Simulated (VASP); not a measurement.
Here is a VASP 6.6.1 calculation.

File INCAR:

```
  ALGO = Normal
  EDIFF = 1E-7
  ENCUT = 520
  GGA = CA
  ISIF = 2
  ISMEAR = -1
  ISPIN = 2
  LASPH = True
  LCHARG = False
  LMAXMIX = 4
  LORBIT = 11
  LREAL = False
  LWAVE = False
  MAGMOM = 2.4 -0.7 -0.7 0
  NBANDS = 34
  NELM = 150
  PREC = Accurate
  SIGMA = 0.05
```

KPOINTS

```
k-points
0
Gamma
  10 10 10
```

Contents of POSCAR:

```
Mn3Si
1.0
    0.0000000000      2.8610000000      2.8610000000
    2.8610000000      0.0000000000      2.8610000000
    2.8610000000      2.8610000000      0.0000000000
Mn Si
3 1
Direct
    0.5000000000      0.5000000000      0.5000000000
    0.2500000000      0.2500000000      0.2500000000
    0.7500000000      0.7500000000      0.7500000000
    0.0000000000      0.0000000000      0.0000000000
```

Potentials or basis: VASP PAW LDA potentials, release 64 (Mn_pv, Si).

Command:

```sh
$ cat potpaw_LDA.64/Mn_pv/POTCAR potpaw_LDA.64/Si/POTCAR > POTCAR
$ mpirun -np 1 vasp_std > vasp.out
```

(1) Estimate the net moment.

(2) What does it give for the site moments?

(3) What does it give for the pressure?

Answers

(1) 1.09 μB per cell.

(2) Mn +2.29, -0.64 (each value once); Si +0.04 μB.

(3) -24.0 GPa.

Caveat: the cell stands under tension.
